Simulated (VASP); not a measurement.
Input of a VASP 6.6.1 run:

File INCAR:

```
SYSTEM = C
PREC = Accurate ; ENCUT = 520
EDIFF = 1E-7 ; ISMEAR = 0
SIGMA = 0.15 ; LREAL = .FALSE.
LASPH = .TRUE. ; NELM = 60
ALGO = Normal ; ISIF = 2
LWAVE = .FALSE. ; LCHARG = .FALSE.
GGA = PS ; IVDW = 12
NBANDS = 16
```

Contents of KPOINTS:

```
regular mesh
0
G
  18 18 6
  0 0 0
```

File POSCAR:

```
C
1.0
    2.4580081303      0.0000000000      0.0000000000
   -1.2290040652      2.1286974836      0.0000000000
    0.0000000000      0.0000000000      6.6952077322
C
4
Direct
    0.0000000000      0.0000000000      0.0025000000
    0.0000000000      0.0000000000      0.5025000000
    0.3333333333      0.6666666667      0.0025000000
    0.6666666667      0.3333333333      0.5025000000
```

Potentials or basis: VASP PAW PBE potentials, release 64 (C).

The run is started by

```console
$ cat potpaw_PBE.64/C/POTCAR > POTCAR
$ mpirun -np 1 vasp_std > vasp.out
```

Estimate the band gap on the k mesh.

zero (band 8 reaches 4.67 eV, above the bottom of band 9 at 4.64 eV).

Predict the dispersion energy per atom.

-0.110 eV.

Predict the pressure.

0.6 GPa.

Stress tensor (GPa, compression positive):
```
 1.23  0.00  0.00
 0.00  1.23  0.00
 0.00  0.00 -0.67
```

Caveat: the cell differs from its parent crystal (engineering shear strain xy +0.0000, normal strain along z +0.0175); the PAW data sets were made with another functional, which shifts forces and pressure a little.
